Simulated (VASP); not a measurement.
Write the native input for VASP 6.6.1 that does the following.

| Quantity | Value |
| --- | --- |
| Task | single point |
| Functional | r2SCAN |
| Potentials or basis | VASP PAW PBE potentials, release 64 (Sn_d, Mg) |
| Cutoff | 660 eV |
| k mesh | 6 × 6 × 6 |
| Occupations | fermi-dirac, width 0.02 eV |
| Spin | no spin polarisation |
| Dipole correction | no |
| Further INCAR settings | ALGO = Normal; EDIFF = 1e-06; NBANDS = 16 |

Crystal: Mg2Sn.

```
Sn Mg
1.0
     0.00000    3.48133    3.48133
     3.48133    0.00000    3.48133
     3.48133    3.48133    0.00000
Sn Mg
1 2
Direct
  0.00000 0.00000 0.00000
  0.25000 0.25000 0.25000
  0.75000 0.75000 0.75000
```

This cell differs from its parent crystal: strain +3.0%.

The input as run:

POSCAR

```
Mg2Sn
1.0
    0.0000000000      3.4813333405      3.4813333405
    3.4813333405      0.0000000000      3.4813333405
    3.4813333405      3.4813333405      0.0000000000
Sn Mg
1 2
Direct
    0.0000000000      0.0000000000      0.0000000000
    0.2500000000      0.2500000000      0.2500000000
    0.7500000000      0.7500000000      0.7500000000
```

INCAR.step1

```
  PREC = Accurate
  ENCUT = 660
  ISMEAR = -1
  SIGMA = 0.02
  LREAL = F
  LASPH = T
  NELM = 120
  NBANDS = 16
  GGA = PE
  ALGO = Normal
  EDIFF = 1E-5
  LWAVE = T
  LCHARG = F
  GGA_COMPAT = F
```

INCAR.step2

```
  PREC = Accurate
  ENCUT = 660
  EDIFF = 1E-6
  ISMEAR = -1
  SIGMA = 0.02
  LREAL = F
  LASPH = T
  NELM = 120
  ALGO = Normal
  ISIF = 2
  LWAVE = F
  LCHARG = F
  METAGGA = R2SCAN
  LMIXTAU = T
  NBANDS = 16
  ISTART = 1
  GGA_COMPAT = F
```

KPOINTS

```
Automatic mesh
0
Gamma
  6 6 6
```

Potentials or basis: VASP PAW PBE potentials, release 64 (Sn_d, Mg).

The run is started by

```console
$ cat potpaw_PBE.64/Sn_d/POTCAR potpaw_PBE.64/Mg/POTCAR > POTCAR
$ cp INCAR.step1 INCAR
$ mpirun -np 1 vasp_std > vasp.out
$ cp INCAR.step2 INCAR
$ mpirun -np 1 vasp_std > vasp.out
```

It gave:

| Property | Result |
| --- | --- |
| Pressure | -3.5 GPa |
| Band gap on the k mesh | 0.02 eV, indirect (least direct gap 1.48 eV) |

Caveat: the cell differs from its parent crystal (strain +3.0%); the PAW data sets were made with another functional, which shifts forces and pressure a little; spin-orbit coupling is left out, which moves the levels of the heavy elements.

It took 92 s on 1 thread of Intel(R) Xeon(R) 6975P-C (Granite Rapids), on a shared host, peak memory 0.29 GiB.
